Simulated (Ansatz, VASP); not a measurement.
SnPb3S4: VASP beside Ansatz

File INCAR:

```
SYSTEM = SnPb3S4
PREC     = Accurate       ! precision mode
ENCUT    = 520            ! plane-wave cutoff, eV
EDIFF    = 1E-6           ! SCF threshold, eV
ISMEAR   = 0              ! smearing method
SIGMA    = 0.1            ! smearing width, eV
LREAL    = .FALSE.        ! projectors in reciprocal space
LASPH    = .TRUE.         ! aspherical terms in the spheres
NELM     = 80             ! most SCF steps
ALGO     = Normal         ! electronic algorithm
ISIF     = 2              ! what is computed and relaxed
LWAVE    = .FALSE.        ! write WAVECAR
LCHARG   = .FALSE.        ! write CHGCAR
GGA      = PE             ! functional
NBANDS   = 50             ! bands
```

KPOINTS

```
Automatic mesh
0
G
  4 4 4
  0 0 0
```

POSCAR

```
SnPb3S4
1.0
    4.2222421000     -5.9714612000      0.0000000000
    4.2222421000      5.9714612000      0.0000000000
    0.0000000000      0.0000000000      4.2227601000
Sn Pb S
1 3 4
Direct
    0.0000000000      0.0000000000      0.5000000000
    0.0000000000      0.5000000000      0.0000000000
    0.5000000000      0.5000000000      0.5000000000
    0.5000000000      0.0000000000      0.0000000000
    0.7553450000      0.7553450000      0.0000000000
    0.7527170000      0.2472830000      0.5000000000
    0.2472830000      0.7527170000      0.5000000000
    0.2446550000      0.2446550000      0.0000000000
```

Input for Ansatz:

```yaml
crystal:
  lattice:
    - [4.2222421, -5.9714612, 0.0]
    - [4.2222421, 5.9714612, 0.0]
    - [0.0, 0.0, 4.2227601]
  atoms:
    - { symbol: Sn, position: [0.0, 0.0, 0.5] }
    - { symbol: Pb, position: [0.0, 0.5, 0.0] }
    - { symbol: Pb, position: [0.5, 0.5, 0.5] }
    - { symbol: Pb, position: [0.5, 0.0, 0.0] }
    - { symbol: S, position: [0.755345, 0.755345, 0.0] }
    - { symbol: S, position: [0.752717, 0.247283, 0.5] }
    - { symbol: S, position: [0.247283, 0.752717, 0.5] }
    - { symbol: S, position: [0.244655, 0.244655, 0.0] }
basis:
  ecutwfc: 420
kpoints:
  mp_grid: { grid: [4, 4, 4] }
hamiltonian:
  xc: pbe
scf:
  occupations: { method: gaussian, width: 0.1 }
  lower_state_search: "off"
output:
  forces: true
  stress: true
  eigenvalues: true
```

Alike in both runs: task single point; functional PBE; k mesh 4 × 4 × 4; occupations gaussian, width 0.1 eV; no spin polarisation.

|  | VASP | Ansatz |
| --- | --- | --- |
| version | VASP 6.6.1 | Ansatz 0.2.0 |
| potentials or method | VASP PAW PBE potentials, release 64 (Sn_d, Pb_d, S), cutoff 520 eV | scalar-relativistic, plane waves, PAW |
| valence electrons in the cell | 80 | 80 |

|  | VASP | Ansatz | Ansatz less VASP |
| --- | --- | --- | --- |
| gap on the k mesh at the Fermi level (eV) | 0.05 | 0.04 | -0.003 |
| least direct gap on the mesh (eV) | 0.05 | 0.04 | -0.003 |
| pressure (GPa) | -0.1 | -0.1 | +0.07 |

Spin-orbit coupling is off throughout.
